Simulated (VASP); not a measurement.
# Si (Ia-3) in VASP: notebook

Si is run at these levels: PBE; tasks: single point.

Everything below comes from runs of VASP 6.6.1. Logs are shortened: lines on timing, memory, paths and dates and some standing lists are left out, and cuts for length are marked.

## 1. The cell of the first run

It takes space group Ia-3 (No. 206, cubic). Conventional cell: a = 6.591 Å, b = 6.591 Å, c = 6.591 Å, α = 90.00°, β = 90.00°, γ = 90.00°. Si (site symmetry 3) has 4 Si at 2.33 to 2.37 Å within 3.1 Å.

## 2. Single point, PBE (17.90 Å³/atom)

Contents of INCAR:

```
ALGO = Normal ; EDIFF = 1E-7
ENCUT = 520 ; GGA = PE
ISIF = 2 ; ISMEAR = -1
LASPH = True ; LCHARG = False
LREAL = False ; LWAVE = False
NBANDS = 26 ; NELM = 100
PREC = Accurate ; SIGMA = 0.05
```

Contents of KPOINTS:

```
k-points
0
Gamma
  10 10 10
```

Contents of POSCAR:

```
Si
1.0
   -3.2957308726      3.2957308726      3.2957308726
    3.2957308726     -3.2957308726      3.2957308726
    3.2957308726      3.2957308726     -3.2957308726
Si
8
Direct
    0.2044572649      0.2044572649      0.2044572649
    0.5000000000      0.0000000000      0.2955427351
    0.2955427351      0.5000000000      0.0000000000
    0.0000000000      0.2955427351      0.5000000000
    0.7955427351      0.7955427351      0.7955427351
    0.5000000000      0.0000000000      0.7044572649
    0.7044572649      0.5000000000      0.0000000000
    0.0000000000      0.7044572649      0.5000000000
```

Potentials or basis: VASP PAW PBE potentials, release 64 (Si).

The run is started by

```sh
$ cat potpaw_PBE.64/Si/POTCAR > POTCAR
$ mpirun -np 1 vasp_std > vasp.out
```

OUTCAR:

```text
EDIFF = 1E-7
   ENCUT = 520
   GGA = PE
   ISIF = 2
   ISMEAR = -1
   LASPH = True
   LREAL = False
   NELM = 100
   PREC = Accurate

 ion  position               nearest neighbor table
   1  0.204  0.204  0.204-   5 2.33   3 2.37   4 2.37   2 2.37
   2  0.500  0.000  0.296-   6 2.33   4 2.37   1 2.37   3 2.37
   3  0.296  0.500  0.000-   7 2.33   4 2.37   1 2.37   2 2.37
   4  0.000  0.296  0.500-   8 2.33   3 2.37   2 2.37   1 2.37
   5  0.796  0.796  0.796-   1 2.33   6 2.37   7 2.37   8 2.37
   6  0.500  0.000  0.704-   2 2.33   8 2.37   7 2.37   5 2.37
   7  0.704  0.500  0.000-   3 2.33   8 2.37   5 2.37   6 2.37
   8  0.000  0.704  0.500-   4 2.33   6 2.37   7 2.37   5 2.37

  LATTYP: Found a body centered cubic cell.
 ALAT       =     6.5914617452

  Lattice vectors:

 A1 = (  -3.2957308726,   3.2957308726,   3.2957308726)
 A2 = (   3.2957308726,  -3.2957308726,   3.2957308726)
 A3 = (   3.2957308726,   3.2957308726,  -3.2957308726)

Analysis of symmetry for initial positions (statically):
=====================================================================
 Subroutine PRICEL returns:
 Original cell was already a primitive cell.

 Routine SETGRP: Setting up the symmetry group for a
 body centered cubic supercell.

 Subroutine GETGRP returns: Found 24 space group operations
 (whereof  6 operations were pure point group operations)
 out of a pool of 48 trial point group operations.

The static configuration has the point symmetry S_6 .
 The point group associated with its full space group is T_h .

Analysis of symmetry for dynamics (positions and initial velocities):
=====================================================================
 Subroutine PRICEL returns:
 Original cell was already a primitive cell.

 Routine SETGRP: Setting up the symmetry group for a
 body centered cubic supercell.

 Subroutine GETGRP returns: Found 24 space group operations
 (whereof  6 operations were pure point group operations)
 out of a pool of 48 trial point group operations.

The dynamic configuration has the point symmetry S_6 .
 The point group associated with its full space group is T_h .

 Subroutine INISYM returns: Found 24 space group operations
 (whereof  6 operations are pure point group operations),
 and found     1 'primitive' translations

----------------------------------------------------------------------------------------

                                     Primitive cell

  volume of cell :     143.1908

  direct lattice vectors                    reciprocal lattice vectors
    -3.295730873  3.295730873  3.295730873     0.000000000  0.151711417  0.151711417
     3.295730873 -3.295730873  3.295730873     0.151711417  0.000000000  0.151711417
     3.295730873  3.295730873 -3.295730873     0.151711417  0.151711417  0.000000000

  length of vectors
     5.708373319  5.708373319  5.708373319     0.214552343  0.214552343  0.214552343

  position of ions in fractional coordinates (direct lattice)
     0.204457265  0.204457265  0.204457265
     0.500000000  0.000000000  0.295542735
     0.295542735  0.500000000  0.000000000
     0.000000000  0.295542735  0.500000000
     0.795542735  0.795542735  0.795542735
     0.500000000  0.000000000  0.704457265
     0.704457265  0.500000000  0.000000000
     0.000000000  0.704457265  0.500000000

  ion indices of the primitive-cell ions
   primitive index   ion index
                 1           1
                 2           2
                 3           3
                 4           4
                 5           5
                 6           6
                 7           7
                 8           8

----------------------------------------------------------------------------------------

 KPOINTS: k-points

Automatic generation of k-mesh.
 Grid dimensions read from file:
 generate k-points for:   10   10   10

 Generating k-lattice:

  Cartesian coordinates                     Fractional coordinates (reciprocal lattice)
     0.000000000  0.015171142  0.015171142     0.100000000  0.000000000  0.000000000
     0.015171142  0.000000000  0.015171142     0.000000000  0.100000000  0.000000000
     0.015171142  0.015171142  0.000000000     0.000000000  0.000000000  0.100000000

  Length of vectors
     0.021455234  0.021455234  0.021455234

  Shift w.r.t. Gamma in fractional coordinates (k-lattice)
     0.000000000  0.000000000  0.000000000

 Subroutine IBZKPT returns following result:
 ===========================================

 Found     61 irreducible k-points:

 Following reciprocal coordinates:
            Coordinates               Weight
  0.000000  0.000000  0.000000      1.000000
  0.100000  0.000000  0.000000     12.000000
  0.200000  0.000000  0.000000     12.000000
  0.300000  0.000000  0.000000     12.000000
  0.400000  0.000000  0.000000     12.000000
  0.500000  0.000000  0.000000      6.000000
[... 16 lines left out ...]
 -0.100000  0.100000  0.100000      6.000000
  0.200000  0.200000  0.100000     24.000000
 [... further k-points ...]
   k-points           NKPTS =     61   k-points in BZ     NKDIM =     61   number of bands    NBANDS=     26
   number of dos      NEDOS =    301   number of ions     NIONS =      8
   total plane-waves  NPLWV =  74088
   dimension x,y,z NGX =    42 NGY =   42 NGZ =   42
   dimension x,y,z NGXF=    84 NGYF=   84 NGZF=   84
   ions per type =               8
   NGX,Y,Z   is equivalent  to a cutoff of  12.23, 12.23, 12.23 a.u.
   NGXF,Y,Z  is equivalent  to a cutoff of  24.46, 24.46, 24.46 a.u.
 SYSTEM =  unknown system
   PREC   = accura    normal or accurate (medium, high low for compatibility)
   ISTART =      0    job   : 0-new  1-cont  2-samecut
   ICHARG =      2    charge: 1-file 2-atom 10-const
   ISPIN  =      1    spin polarized calculation?
   LNONCOLLINEAR =      F non collinear calculations
   LSORBIT =      F    spin-orbit coupling
   LASPH  =      T    aspherical Exc in radial PAW
   ENCUT  =  520.0 eV  38.22 Ry    6.18 a.u.  10.61 10.61 10.61*2*pi/ulx,y,z
   NELM   =    100;   NELMIN=  2; NELMDL= -5     # of ELM steps
   EDIFF  = 0.1E-06   stopping-criterion for ELM
   LREAL  =      F    real-space projection
   EDIFFG = 0.1E-05   stopping-criterion for IOM
   NSW    =      0    number of steps for IOM
   IBRION =     -1    ionic relax: 0-MD 1-quasi-New 2-CG
   NFREE  =      0    steps in history (QN), initial steepest desc. (CG)
   ISIF   =      2    stress and relaxation
   ISYM   =      2    0-nonsym 1-usesym 2-fastsym
   POTIM  = 0.5000    time-step for ionic-motion
   TEBEG  =    0.0;   TEEND  =   0.0 temperature during run
   PSTRESS=    0.0 pullay stress
   NELECT =      32.0000    total number of electrons
   NUPDOWN=      -1.0000    fix difference up-down
   EMIN   =  10.00;   EMAX   =-10.00  energy-range for DOS
   EFERMI =   0.00;   METHOD = LEGACY
   ISMEAR =    -1;   SIGMA  =   0.05  broadening in eV -4-tet -1-fermi 0-gaus
   EFERMI_NEDOS =   21; number of points for ismear=-14 and -15
   IALGO  =     38    algorithm
   IMIX   =      4    mixing-type and parameters
     AMIX     =   0.40;   BMIX     =  1.00
     AMIX_MAG =   1.60;   BMIX_MAG =  1.00
  volume/ion in A,a.u.               =      17.90       120.79
  Fermi-wavevector in a.u.,A,eV,Ry     =   0.993466  1.877379 13.428611  0.986975
  Thomas-Fermi vector in A             =   2.125350
   LORBIT       =      0    0 simple, 1 ext, 2 COOP (PROOUT), +10 PAW based schemes
   GGA     = PE    functional components
   LHFCALC =     F    Hartree Fock is set to
   AEXX    =    0.0000 exact exchange contribution
   IVDW    =     0    specifies the selected vdW correction
   LEPSILON=     F    determine dielectric tensor
   LRPA    =     F    only Hartree local field effects (RPA)
 non-spin polarized calculation
  energy-cutoff  :      520.00
  volume of cell :      143.19
 maximum number of plane-waves:      3925
   NGX = 21   NGY = 21   NGZ = 21

 number of electron      32.0000003 magnetization

 Free energy of the ion-electron system (eV)
  ---------------------------------------------------
  ext. energy  EPLUGINS =         0.00000000
  ---------------------------------------------------
  free energy    TOTEN  =       -42.10167854 eV

  energy without entropy =      -42.09478257  energy(sigma->0) =      -42.09823056

 E-fermi :   7.3348     XC(G=0): -10.0517

 val. band max:        7.3335411569   @ k =  -0.4000  -0.4000   0.2000
 cond. band min:       7.3647244779   @ k =  -0.4000   0.4000   0.4000
 fundamental gap:      0.0311833210
 Fermi energy:         7.3347509137

 k-point     1 :       0.0000    0.0000    0.0000
  band No.  band energies     occupation
      1      -5.5020      2.00000
      2      -1.0563      2.00000
      3      -0.6679      2.00000
      4      -0.6679      2.00000
      5      -0.6679      2.00000
      6       0.8253      2.00000
[... 18 lines left out ...]
     25      12.7915      0.00000
     26      13.1759      0.00000

 k-point     2 :       0.1000    0.0000    0.0000
  band No.  band energies     occupation
      1      -5.4396      2.00000
      2      -1.2801      2.00000
      3      -0.9502      2.00000
      4      -0.8353      2.00000
      5      -0.5277      2.00000
      6       0.7211      2.00000
[... 18 lines left out ...]
     25      12.7750      0.00000
     26      13.0118      0.00000

 k-point     3 :       0.2000    0.0000    0.0000
  band No.  band energies     occupation
      1      -5.2528      2.00000
      2      -1.8579      2.00000
      3      -1.3255      2.00000
      4      -1.1434      2.00000
      5      -0.3537      2.00000
      6       0.4920      2.00000
[... 572 lines left out ...]
 k-point    23 :      -0.1000    0.1000    0.1000
  band No.  band energies     occupation
      1      -5.3773      2.00000
      2      -1.4472      2.00000
      3      -1.2026      2.00000
      4      -0.6864      2.00000
      5      -0.6751      2.00000
      6       0.6085      2.00000
[... 18 lines left out ...]
     25      12.8039      0.00000
     26      12.9274      0.00000

 k-point    24 :       0.2000    0.2000    0.1000
  band No.  band energies     occupation
      1      -4.4529      2.00000
      2      -2.7289      2.00000
      3      -2.6852      2.00000
      4      -2.1681      2.00000
      5       0.6254      2.00000
      6       1.0530      2.00000
[... 18 lines left out ...]
     25      12.1527      0.00000
     26      12.4864      0.00000

 [... further k-points ...]
[... 5 lines left out ...]
  --------------------------------------------------------------------------------------
  -------------------------------------------------------------------------------------
  Total        2.3713280      2.3713280      2.3713280     -0.0000000      0.0000000      0.0000000
  in kB       26.5330391     26.5330391     26.5330391     -0.0000000      0.0000000      0.0000000
  external PRESSURE =      26.5330391 kB  Pullay stress =       0.0000000 kB

 VOLUME and BASIS-vectors are now :
 -----------------------------------------------------------------------------
  energy-cutoff  :      520.00
  volume of cell :      143.19
      direct lattice vectors                 reciprocal lattice vectors
    -3.295730873  3.295730873  3.295730873     0.000000000  0.151711417  0.151711417
     3.295730873 -3.295730873  3.295730873     0.151711417  0.000000000  0.151711417
     3.295730873  3.295730873 -3.295730873     0.151711417  0.151711417  0.000000000

 POSITION                                       TOTAL-FORCE (eV/Angst)
 -----------------------------------------------------------------------------------
      0.67384      0.67384      0.67384        -0.000335     -0.000335     -0.000335
     -0.67384      2.62189      0.67384         0.000335      0.000335     -0.000335
      0.67384     -0.67384      2.62189        -0.000335      0.000335      0.000335
      2.62189      0.67384     -0.67384         0.000335     -0.000335      0.000335
      2.62189      2.62189      2.62189         0.000335      0.000335      0.000335
      0.67384      3.96957     -0.67384        -0.000335     -0.000335      0.000335
     -0.67384      0.67384      3.96957         0.000335     -0.000335     -0.000335
      3.96957     -0.67384      0.67384        -0.000335      0.000335     -0.000335
 -----------------------------------------------------------------------------------
    total drift:                               -0.000000     -0.000000      0.000000

  FREE ENERGIE OF THE ION-ELECTRON SYSTEM (eV)
  ---------------------------------------------------
  free  energy   TOTEN  =       -42.1016785384 eV

  energy  without entropy=      -42.0947825742  energy(sigma->0) =      -42.09823056
```

Run time: 2.4 min. Hardware: 1 thread of Oxide Virtual Turin-like, shared host; peak memory 0.31 GiB.

Results:

- Free energy: -42.1017 eV
- Pressure: 2.7 GPa
- Band gap on the k mesh: zero (bands 16 and 17 overlap by 0.21 eV)

Levels at points of the mesh, in eV from the Fermi level:
| k point | band 13 | band 14 | band 15 | band 16 | band 17 | band 18 | band 19 | band 20 |
| --- | --- | --- | --- | --- | --- | --- | --- | --- |
| (0.00, 0.00, 0.00) | -4.18 | -1.49 | -1.49 | -0.82 | 1.73 | 1.73 | 1.73 | 3.77 |
| (0.50, 0.00, 0.00) | -2.16 | -2.16 | -1.33 | -1.33 | 0.38 | 0.38 | 2.05 | 2.05 |
| (0.50, 0.50, 0.50) | -2.65 | -0.63 | 0.21 | 0.21 | 0.21 | 2.91 | 2.91 | 2.91 |

Caveat: semilocal functionals underestimate gaps, and a narrow one can read as zero.

## 3. Single point, PBE

This run uses another cell than the first one, of 18.26 Å³/atom.

Contents of INCAR:

```
SYSTEM = Si
PREC = Accurate ; ENCUT = 520
EDIFF = 1E-6 ; ISMEAR = -1
SIGMA = 0.05 ; LREAL = .False.
LASPH = .True. ; NELM = 80
ALGO = Normal ; ISIF = 2
LWAVE = .False. ; LCHARG = .False.
GGA = PE ; NBANDS = 26
```

Contents of KPOINTS:

```
regular mesh
0
Gamma
  10 10 10
  0 0 0
```

Contents of POSCAR:

```
Si
1.0
   -3.3180000000      3.3180000000      3.3180000000
    3.3180000000     -3.3180000000      3.3180000000
    3.3180000000      3.3180000000     -3.3180000000
Si
8
Direct
    0.2033210781      0.2033210781      0.2033210781
    0.5000000000      0.0000000000      0.2966789219
    0.2966789219      0.5000000000      0.0000000000
    0.0000000000      0.2966789219      0.5000000000
    0.7966789219      0.7966789219      0.7966789219
    0.5000000000      0.0000000000      0.7033210781
    0.7033210781      0.5000000000      0.0000000000
    0.0000000000      0.7033210781      0.5000000000
```

Potentials or basis: VASP PAW PBE potentials, release 64 (Si).

The run is started by

```sh
$ cat potpaw_PBE.64/Si/POTCAR > POTCAR
$ mpirun -np 1 vasp_std > vasp.out
```

OUTCAR:

```text
SYSTEM = Si
   PREC = Accurate
   ENCUT = 520
   EDIFF = 1E-6
   ISMEAR = -1
   LREAL = .False.
   LASPH = .True.
   NELM = 80
   ISIF = 2
   GGA = PE

 ion  position               nearest neighbor table
   1  0.203  0.203  0.203-   5 2.34   3 2.39   4 2.39   2 2.39
   2  0.500  0.000  0.297-   6 2.34   4 2.39   1 2.39   3 2.39
   3  0.297  0.500  0.000-   7 2.34   1 2.39   2 2.39   4 2.39
   4  0.000  0.297  0.500-   8 2.34   3 2.39   1 2.39   2 2.39
   5  0.797  0.797  0.797-   1 2.34   7 2.39   6 2.39   8 2.39
   6  0.500  0.000  0.703-   2 2.34   5 2.39   7 2.39   8 2.39
[... 911 lines left out ...]
  Total        0.7519507      0.7519507      0.7519507      0.0000000      0.0000000      0.0000000
  in kB        8.2453826      8.2453826      8.2453826      0.0000000      0.0000000      0.0000000
  external PRESSURE =       8.2453826 kB  Pullay stress =       0.0000000 kB

 VOLUME and BASIS-vectors are now :
 -----------------------------------------------------------------------------
  energy-cutoff  :      520.00
  volume of cell :      146.11
      direct lattice vectors                 reciprocal lattice vectors
    -3.318000000  3.318000000  3.318000000     0.000000000  0.150693189  0.150693189
     3.318000000 -3.318000000  3.318000000     0.150693189  0.000000000  0.150693189
     3.318000000  3.318000000 -3.318000000     0.150693189  0.150693189  0.000000000

 POSITION                                       TOTAL-FORCE (eV/Angst)
 -----------------------------------------------------------------------------------
      0.67462      0.67462      0.67462         0.003511      0.003511      0.003511
     -0.67462      2.64338      0.67462        -0.003511     -0.003511      0.003511
      0.67462     -0.67462      2.64338         0.003511     -0.003511     -0.003511
      2.64338      0.67462     -0.67462        -0.003511      0.003511     -0.003511
      2.64338      2.64338      2.64338        -0.003511     -0.003511     -0.003511
      0.67462      3.99262     -0.67462         0.003511      0.003511     -0.003511
     -0.67462      0.67462      3.99262        -0.003511      0.003511      0.003511
      3.99262     -0.67462      0.67462         0.003511     -0.003511      0.003511
 -----------------------------------------------------------------------------------
    total drift:                                0.000000      0.000000      0.000000

  FREE ENERGIE OF THE ION-ELECTRON SYSTEM (eV)
  ---------------------------------------------------
  free  energy   TOTEN  =       -42.1331223147 eV

  energy  without entropy=      -42.1268145583  energy(sigma->0) =      -42.12996844
```

It took 4.5 min on 1 thread of Oxide Virtual Turin-like, shared host; peak memory 0.37 GiB.

Results:

| Item | Value |
| --- | --- |
| Free energy | -42.1331 eV |
| Pressure | 0.8 GPa |
| Largest force | 0.006 eV/Å |
| Band gap on the k mesh | zero (bands 16 and 17 overlap by 0.15 eV) |

Forces on the atoms (eV/Å):
```
Si   0.004  0.004  0.004
Si  -0.004 -0.004  0.004
Si   0.004 -0.004 -0.004
Si  -0.004  0.004 -0.004
Si  -0.004 -0.004 -0.004
Si   0.004  0.004 -0.004
Si  -0.004  0.004  0.004
Si   0.004 -0.004  0.004
```

Caveat: semilocal functionals underestimate gaps, and a narrow one can read as zero.

The gap in the log of VASP goes by the Fermi energy; the results here count the filled bands.